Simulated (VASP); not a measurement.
Write the native input for VASP 6.6.1 that does the following.

```yaml
Task: single point
Functional: PBE
Potentials_or_basis: VASP PAW PBE potentials, release 64 (Sc_sv, Pb_d)
Cutoff: 520 eV
k_mesh: 6 × 6 × 2
Occupations: gaussian, width 0.1 eV
Spin: no spin polarisation
Dipole_correction: no
Further_INCAR_settings: ALGO = Fast; EDIFF = 1e-07; NBANDS = 45
```

The structure of Sc2Pb lies in POSCAR:

```
Sc2Pb
1.0
    5.0320396525      0.0000000000      0.0000000000
   -2.5160198263      4.3578741719      0.0000000000
    0.0000000000      0.0000000000      6.5502084231
Sc Pb
4 2
Direct
    0.3333333333      0.6666666667      0.7499599059
    0.3333333333      0.6666666667      0.2500400941
    0.6666666667      0.3333333333      0.2500400941
    0.6666666667      0.3333333333      0.7499599059
    0.0000000000      0.0000000000      0.5000000000
    0.0000000000      0.0000000000      0.0000000000
```

These files were run (other wordings do the same):

INCAR

```
  ALGO = Fast
  EDIFF = 1E-7
  ENCUT = 520
  GGA = PE
  ISIF = 2
  ISMEAR = 0
  LASPH = T
  LCHARG = F
  LREAL = F
  LWAVE = F
  NBANDS = 45
  NELM = 100
  PREC = Accurate
  SIGMA = 0.1
```

KPOINTS

```
k-points
0
Gamma
  6 6 2
```

Potentials or basis: VASP PAW PBE potentials, release 64 (Sc_sv, Pb_d).

The run is started by

```sh
$ cat potpaw_PBE.64/Sc_sv/POTCAR potpaw_PBE.64/Pb_d/POTCAR > POTCAR
$ mpirun -np 1 vasp_std > vasp.out
```

It gave:

```json
{"Pressure": "0.3 GPa", "Band gap on the k mesh": "zero (band 36 reaches 6.61 eV, above the bottom of band 37 at 6.11 eV)"}
```

Caveat: the k points lie up to 0.48 Å⁻¹ apart; spin-orbit coupling is left out, which moves the levels of the heavy elements.

Run time: 11 min on 1 thread of AMD EPYC 7R43 64-Core Processor (Zen 3), on a shared host, peak memory 0.29 GiB.
